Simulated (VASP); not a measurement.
# PbSe in VASP: notebook, part 2 of 2

VASP 6.6.1. Earlier steps stand in the parts before.

## (4) Electric field gradients, PBEsol (volume scaled by 0.94)

INCAR reads:

```
PREC = Accurate
ENCUT = 400
EDIFF = 1E-8
ISMEAR = -1
SIGMA = 0.01
LREAL = False
LASPH = True
NELM = 120
ALGO = Normal
ISIF = 2
LWAVE = False
LCHARG = False
GGA = PS
LEFG = True
NBANDS = 17
GGA_COMPAT = False
```

KPOINTS reads:

```
regular mesh
0
Gamma
  9 9 9
```

POSCAR reads:

```
PbSe
1.0
    0.0000000000      2.9996396028      2.9996396028
    2.9996396028      0.0000000000      2.9996396028
    2.9996396028      2.9996396028      0.0000000000
Pb Se
1 1
Direct
    0.0000000000      0.0000000000      0.0000000000
    0.5000000000      0.5000000000      0.5000000000
```

Potentials or basis: VASP PAW PBE potentials, release 64 (Pb_d, Se).

On the command line:

```bash
cat potpaw_PBE.64/Pb_d/POTCAR potpaw_PBE.64/Se/POTCAR > POTCAR
mpirun -np 1 vasp_std > vasp.out
```

OUTCAR:

```text
PREC = Accurate
   ENCUT = 400
   EDIFF = 1E-8
   ISMEAR = -1
   LREAL = False
   LASPH = True
   NELM = 120
   ISIF = 2
   GGA = PS

 ion  position               nearest neighbor table
   1  0.000  0.000  0.000-   2 3.00   2 3.00   2 3.00   2 3.00   2 3.00   2 3.00
   2  0.500  0.500  0.500-   1 3.00   1 3.00   1 3.00   1 3.00   1 3.00   1 3.00

  LATTYP: Found a face centered cubic cell.
 ALAT       =     5.9992792056

  Lattice vectors:

 A1 = (   0.0000000000,   2.9996396028,   2.9996396028)
 A2 = (   2.9996396028,   0.0000000000,   2.9996396028)
 A3 = (   2.9996396028,   2.9996396028,   0.0000000000)

Analysis of symmetry for initial positions (statically):
=====================================================================
 Subroutine PRICEL returns:
 Original cell was already a primitive cell.

 Routine SETGRP: Setting up the symmetry group for a
 face centered cubic supercell.

 Subroutine GETGRP returns: Found 48 space group operations
 (whereof 48 operations were pure point group operations)
 out of a pool of 48 trial point group operations.

The static configuration has the point symmetry O_h .

Analysis of symmetry for dynamics (positions and initial velocities):
=====================================================================
 Subroutine PRICEL returns:
 Original cell was already a primitive cell.

 Routine SETGRP: Setting up the symmetry group for a
 face centered cubic supercell.

 Subroutine GETGRP returns: Found 48 space group operations
 (whereof 48 operations were pure point group operations)
 out of a pool of 48 trial point group operations.

The dynamic configuration has the point symmetry O_h .

 Subroutine INISYM returns: Found 48 space group operations
 (whereof 48 operations are pure point group operations),
 and found     1 'primitive' translations

----------------------------------------------------------------------------------------

                                     Primitive cell

  volume of cell :      53.9805

  direct lattice vectors                    reciprocal lattice vectors
     0.000000000  2.999639603  2.999639603    -0.166686691  0.166686691  0.166686691
     2.999639603  0.000000000  2.999639603     0.166686691 -0.166686691  0.166686691
     2.999639603  2.999639603  0.000000000     0.166686691  0.166686691 -0.166686691

  length of vectors
     4.242131009  4.242131009  4.242131009     0.288709818  0.288709818  0.288709818

  position of ions in fractional coordinates (direct lattice)
     0.000000000  0.000000000  0.000000000
     0.500000000  0.500000000  0.500000000

  ion indices of the primitive-cell ions
   primitive index   ion index
                 1           1
                 2           2

----------------------------------------------------------------------------------------

 KPOINTS: regular mesh

Automatic generation of k-mesh.
 Grid dimensions read from file:
 generate k-points for:    9    9    9
[... 70 lines left out ...]
   ISIF   =      2    stress and relaxation
   ISYM   =      2    0-nonsym 1-usesym 2-fastsym
   POTIM  = 0.5000    time-step for ionic-motion
   TEBEG  =    0.0;   TEEND  =   0.0 temperature during run
   PSTRESS=    0.0 pullay stress
   NELECT =      20.0000    total number of electrons
   NUPDOWN=      -1.0000    fix difference up-down
   EMIN   =  10.00;   EMAX   =-10.00  energy-range for DOS
   EFERMI =   0.00;   METHOD = LEGACY
   ISMEAR =    -1;   SIGMA  =   0.01  broadening in eV -4-tet -1-fermi 0-gaus
   EFERMI_NEDOS =   21; number of points for ismear=-14 and -15
   IALGO  =     38    algorithm
   IMIX   =      4    mixing-type and parameters
     AMIX     =   0.40;   BMIX     =  1.00
     AMIX_MAG =   1.60;   BMIX_MAG =  1.00
  volume/ion in A,a.u.               =      26.99       182.14
  Fermi-wavevector in a.u.,A,eV,Ry     =   1.175815  2.221969 18.810619  1.382541
  Thomas-Fermi vector in A             =   2.312190
   LORBIT       =      0    0 simple, 1 ext, 2 COOP (PROOUT), +10 PAW based schemes
   GGA     = PS    functional components
   LHFCALC =     F    Hartree Fock is set to
   AEXX    =    0.0000 exact exchange contribution
   IVDW    =     0    specifies the selected vdW correction
   LEPSILON=     F    determine dielectric tensor
   LRPA    =     F    only Hartree local field effects (RPA)
 non-spin polarized calculation
  energy-cutoff  :      400.00
  volume of cell :       53.98
 maximum number of plane-waves:      1002
   NGX = 13   NGY = 13   NGZ = 13

 number of electron      19.9999991 magnetization

 Free energy of the ion-electron system (eV)
  ---------------------------------------------------
  ext. energy  EPLUGINS =         0.00000000
  ---------------------------------------------------
  free energy    TOTEN  =        -8.89078904 eV

  energy without entropy =       -8.89078904  energy(sigma->0) =       -8.89078904

 E-fermi :   5.6590     XC(G=0):  -9.9997

 val. band max:        5.4491006421   @ k =   0.4444   0.0000   0.0000
 cond. band min:       6.0639369253   @ k =   0.4444   0.0000   0.0000
 fundamental gap:      0.6148362831
 Fermi energy:         5.6590395827

 k-point     1 :       0.0000    0.0000    0.0000
  band No.  band energies     occupation
      1     -11.1809      2.00000
      2     -11.1809      2.00000
      3     -11.1790      2.00000
      4     -11.1790      2.00000
      5     -11.1790      2.00000
      6      -8.4623      2.00000
[... 457 lines left out ...]
      4     -11.1225      2.00000
      5     -11.1225      2.00000
      6      -6.8245      2.00000
[... 9 lines left out ...]
     16      17.5208      0.00000
     17      18.2977      0.00000

 [... further k-points ...]

------------------------ aborting loop because EDIFF is reached ----------------------------------------

  FORCE on cell =-STRESS in cart. coord.  units (eV):
  Direction    XX          YY          ZZ          XY          YZ          ZX
  --------------------------------------------------------------------------------------
  -------------------------------------------------------------------------------------
  Total        1.0201443      1.0201443      1.0201443      0.0000000      0.0000000     -0.0000000
  in kB       30.2785411     30.2785411     30.2785411      0.0000000      0.0000000     -0.0000000
  external PRESSURE =      30.2785411 kB  Pullay stress =       0.0000000 kB

 VOLUME and BASIS-vectors are now :
 -----------------------------------------------------------------------------
  energy-cutoff  :      400.00
  volume of cell :       53.98
      direct lattice vectors                 reciprocal lattice vectors
     0.000000000  2.999639603  2.999639603    -0.166686691  0.166686691  0.166686691
     2.999639603  0.000000000  2.999639603     0.166686691 -0.166686691  0.166686691
     2.999639603  2.999639603  0.000000000     0.166686691  0.166686691 -0.166686691

 POSITION                                       TOTAL-FORCE (eV/Angst)
 -----------------------------------------------------------------------------------
      0.00000      0.00000      0.00000         0.000000      0.000000     -0.000000
      2.99964      2.99964      2.99964         0.000000     -0.000000      0.000000
 -----------------------------------------------------------------------------------
    total drift:                               -0.000000      0.000000      0.000000

  FREE ENERGIE OF THE ION-ELECTRON SYSTEM (eV)
  ---------------------------------------------------
  free  energy   TOTEN  =        -8.8907890362 eV

  energy  without entropy=       -8.8907890362  energy(sigma->0) =       -8.89078904

 Electric field gradients (V/A^2)
---------------------------------------------------------------------
 ion       V_xx      V_yy      V_zz      V_xy      V_xz      V_yz
---------------------------------------------------------------------
   1       0.000    -0.000    -0.000    -0.000    -0.000    -0.000
   2      -0.000     0.000     0.000    -0.000    -0.000    -0.000
---------------------------------------------------------------------

 Electric field gradients after diagonalization (V/A^2)
 (convention: |V_zz| > |V_xx| > |V_yy|)
----------------------------------------------------------------------
 ion       V_xx      V_yy      V_zz     asymmetry (V_yy - V_xx)/ V_zz
----------------------------------------------------------------------
   1       0.000     0.000    -0.001       0.000
   2       0.000     0.000    -0.000       0.000
----------------------------------------------------------------------

           NMR quadrupolar parameters

 Cq : quadrupolar parameter    Cq=e*Q*V_zz/h
 eta: asymmetry parameters     (V_yy - V_xx)/ V_zz
 Q  : nuclear electric quadrupole moment in mb (millibarn)
----------------------------------------------------------------------
 ion       Cq(MHz)       eta       Q (mb)
----------------------------------------------------------------------
   1      -0.000       0.000       1.000
   2      -0.000       0.000       1.000
----------------------------------------------------------------------
```

Run time: 42 s. Hardware: 1 thread of Intel Xeon 8259CL, shared host; peak memory 0.16 GiB.

What came out:

```yaml
Free_energy: -8.8908 eV
Pressure: 3.0 GPa
```

Levels at points of the mesh, in eV from the Fermi level:
```csv
k point,band 8,band 9,band 10,band 11,band 12,band 13
"(0.00, 0.00, 0.00)",-2.13,-2.13,-2.13,4.83,4.83,4.83
```

Caveat: this odd mesh misses L, where the gap lies, so gap, dielectric constants and Born charges aren't listed; without QUAD_EFG the Cq values of the log hold for a quadrupole moment of 1 mb, not for the nuclei; the PAW data sets were made with another functional, which shifts forces and pressure a little; spin-orbit coupling is left out, which moves the levels of the heavy elements.

## (5) Electric field gradients, PBEsol (volume scaled by 0.94)

INCAR reads:

```
SYSTEM = PbSe
ALGO = Normal ; EDIFF = 1E-8
ENCUT = 400 ; GGA = PS
GGA_COMPAT = .False. ; ISIF = 2
ISMEAR = -1 ; LASPH = .True.
LCHARG = .False. ; LEFG = .True.
LREAL = .False. ; LWAVE = .False.
NBANDS = 17 ; NELM = 120
PREC = Accurate ; SIGMA = 0.01
```

KPOINTS reads:

```
k-points
0
Gamma
  9 9 9
  0 0 0
```

POSCAR is that of step 4.

Potentials or basis: VASP PAW PBE potentials, release 64 (Pb_d, Se).

On the command line:

```bash
cat potpaw_PBE.64/Pb_d/POTCAR potpaw_PBE.64/Se/POTCAR > POTCAR
mpirun -np 1 vasp_std > vasp.out
```

OUTCAR:

```text
SYSTEM = PbSe
   EDIFF = 1E-8
   ENCUT = 400
   GGA = PS
   ISIF = 2
   ISMEAR = -1
   LASPH = .True.
   LREAL = .False.
   NELM = 120
   PREC = Accurate

 ion  position               nearest neighbor table
   1  0.000  0.000  0.000-   2 3.00   2 3.00   2 3.00   2 3.00   2 3.00   2 3.00
   2  0.500  0.500  0.500-   1 3.00   1 3.00   1 3.00   1 3.00   1 3.00   1 3.00

  LATTYP: Found a face centered cubic cell.
 ALAT       =     5.9992792056

  Lattice vectors:

 A1 = (   0.0000000000,   2.9996396028,   2.9996396028)
[... 692 lines left out ...]
  ---------------------------------------------------
  free  energy   TOTEN  =        -8.8907890362 eV

  energy  without entropy=       -8.8907890362  energy(sigma->0) =       -8.89078904

 Electric field gradients (V/A^2)
---------------------------------------------------------------------
 ion       V_xx      V_yy      V_zz      V_xy      V_xz      V_yz
---------------------------------------------------------------------
   1       0.000    -0.000    -0.000    -0.000    -0.000    -0.000
   2      -0.000     0.000     0.000    -0.000    -0.000    -0.000
---------------------------------------------------------------------

 Electric field gradients after diagonalization (V/A^2)
 (convention: |V_zz| > |V_xx| > |V_yy|)
----------------------------------------------------------------------
 ion       V_xx      V_yy      V_zz     asymmetry (V_yy - V_xx)/ V_zz
----------------------------------------------------------------------
   1       0.000     0.000    -0.001       0.000
   2       0.000     0.000    -0.000       0.000
----------------------------------------------------------------------

           NMR quadrupolar parameters

 Cq : quadrupolar parameter    Cq=e*Q*V_zz/h
 eta: asymmetry parameters     (V_yy - V_xx)/ V_zz
 Q  : nuclear electric quadrupole moment in mb (millibarn)
----------------------------------------------------------------------
 ion       Cq(MHz)       eta       Q (mb)
----------------------------------------------------------------------
   1      -0.000       0.000       1.000
   2      -0.000       0.000       1.000
----------------------------------------------------------------------
```

OSZICAR:

```text
N       E                     dE             d eps       ncg     rms          rms(c)
DAV:   1     0.145112811216E+03    0.14511E+03   -0.84408E+03  1214   0.101E+03
DAV:   2     0.783878217959E+00   -0.14433E+03   -0.13966E+03  1287   0.282E+02
DAV:   3    -0.891356689783E+01   -0.96974E+01   -0.96473E+01  1526   0.812E+01
DAV:   4    -0.911661084590E+01   -0.20304E+00   -0.20294E+00  1487   0.129E+01
DAV:   5    -0.912368945763E+01   -0.70786E-02   -0.70782E-02  1687   0.230E+00    0.284E+00
DAV:   6    -0.889857821485E+01    0.22511E+00   -0.52901E-01  1866   0.570E+00    0.168E+00
DAV:   7    -0.889054892159E+01    0.80293E-02   -0.92820E-02  1481   0.159E+00    0.838E-01
DAV:   8    -0.889098597061E+01   -0.43705E-03   -0.85334E-03  1499   0.104E+00    0.907E-02
DAV:   9    -0.889077648279E+01    0.20949E-03   -0.15430E-03  1836   0.399E-01    0.430E-02
DAV:  10    -0.889079018614E+01   -0.13703E-04   -0.11536E-04  1331   0.656E-02    0.146E-02
DAV:  11    -0.889078914846E+01    0.10377E-05   -0.27374E-05  1778   0.551E-02    0.732E-03
DAV:  12    -0.889078902946E+01    0.11900E-06   -0.17253E-06  1601   0.130E-02    0.155E-03
DAV:  13    -0.889078901826E+01    0.11201E-07   -0.68424E-08  1627   0.363E-03    0.669E-04
DAV:  14    -0.889078903237E+01   -0.14109E-07   -0.32227E-08  1328   0.919E-04    0.120E-04
DAV:  15    -0.889078903618E+01   -0.38101E-08   -0.14844E-09   837   0.311E-04
   1 F= -.88907890E+01 E0= -.88907890E+01  d E =-.368267E-11
```

Wall time 45 s (1 thread of Intel Xeon 8259CL, shared host); peak memory 0.16 GiB.

What came out:

```yaml
Free_energy: -8.8908 eV
Pressure: 3.0 GPa
```

Caveat: this odd mesh misses L, where the gap lies, so gap, dielectric constants and Born charges aren't listed; without QUAD_EFG the Cq values of the log hold for a quadrupole moment of 1 mb, not for the nuclei; the PAW data sets were made with another functional, which shifts forces and pressure a little; spin-orbit coupling is left out, which moves the levels of the heavy elements.

## (6) The runs side by side

| cell | cutoff (eV) | gap on the mesh (eV) | pressure (GPa) |
| --- | --- | --- | --- |
| a = 4.309 Å, angles 60.7°, 2 atoms | 520 | 0.56 | -0.6 |
| a = 4.374 Å, angles 58.7°, 2 atoms | 520 | 0.48 | -0.6 |
| a = 4.242 Å, angles 60.0°, 2 atoms | 400 | - | 3.0 |

Alike in all rows: task electric field gradients; level PBEsol; potentials or basis VASP PAW PBE potentials, release 64 (Pb_d, Se); no spin polarisation; k mesh 9 × 9 × 9; smearing fermi-dirac 0.01 eV.

Caveats: the PAW data sets were made with another functional, which shifts forces and pressure a little; spin-orbit coupling is left out, which moves the levels of the heavy elements.

Absolute energies hang on the potentials; compare differences alone.
